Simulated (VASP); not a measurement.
Here is a VASP 6.6.1 calculation.

INCAR

```
SYSTEM = SiC30
ALGO     = Normal         ! electronic algorithm
EDIFF    = 1E-6           ! SCF threshold, eV
ENCUT    = 520            ! plane-wave cutoff, eV
GGA      = PE             ! functional
ISIF     = 2              ! what is computed and relaxed
ISMEAR   = 0              ! smearing method
IVDW     = 12             ! dispersion correction
LASPH    = .True.         ! aspherical terms in the spheres
LCHARG   = .False.        ! write CHGCAR
LREAL    = Auto         
LWAVE    = .False.        ! write WAVECAR
NBANDS   = 83             ! bands
NELM     = 60             ! most SCF steps
PREC     = Accurate       ! precision mode
SIGMA    = 0.1            ! smearing width, eV
```

Contents of KPOINTS:

```
Automatic mesh
0
Gamma
  4 4 4
  0.5 0.5 0.5
```

The input POSCAR:

```
SiC30
1.0
    4.9310759918      4.2682922365      0.0000000000
   -4.9310759918      4.2682922365      0.0000000000
    0.0000000000      0.0000000000      6.7989838489
Si C
1 30
Direct
    0.5186685557      0.7686685561      0.7500000167
    0.9665365243      0.9718288784      0.7500000167
    0.4921317984      0.4778868344      0.7500000167
    0.8624062267      0.5965421430      0.7500000167
    0.2278868340      0.7421317989      0.7500000167
    0.3465421712      0.1124062540      0.7500000167
    0.7218287894      0.2165364345      0.7500000167
    0.1029372979      0.3529372983      0.7500000167
    0.3177575232      0.5677575237      0.2500000056
    0.6929981631      0.6927014733      0.2500000056
    0.1929133001      0.1928660488      0.2500000056
    0.5678980818      0.3177636280      0.2500000056
    0.9428661386      0.4429133892      0.2500000056
    0.0677636276      0.8178980822      0.2500000056
    0.4427014729      0.9429981635      0.2500000056
    0.8180951298      0.0680951286      0.2500000056
    0.1508892629      0.4008892633      0.2500000056
    0.5259884931      0.5257504112      0.2500000056
    0.0259912278      0.0259871719      0.2500000056
    0.4009349630      0.1510452833      0.2500000056
    0.7759871446      0.2759911997      0.2500000056
    0.9010452560      0.6509349349      0.2500000056
    0.2757504108      0.7759884935      0.2500000056
    0.6510913067      0.9010913071      0.2500000056
    0.8090801034      0.7948562301      0.7500000167
    0.3150458409      0.3203408313      0.7500000167
    0.6903843333      0.4245784519      0.7500000167
    0.0703408309      0.5650458413      0.7500000167
    0.1745784515      0.9403843337      0.7500000167
    0.5448562582      0.0590801307      0.7500000167
    0.9338858191      0.1838858178      0.7500000167
```

Potentials or basis: VASP PAW PBE potentials, release 64 (Si, C).

Launch:

```sh
$ cat potpaw_PBE.64/Si/POTCAR potpaw_PBE.64/C/POTCAR > POTCAR
$ mpirun -np 1 vasp_std > vasp.out
```

(1) Estimate the pressure.

(2) Estimate the largest force.

(3) Predict the band gap on the k mesh.

Answers

(1) 2.9 GPa.

(2) 0.054 eV/Å.

(3) zero (filled and empty bands touch).
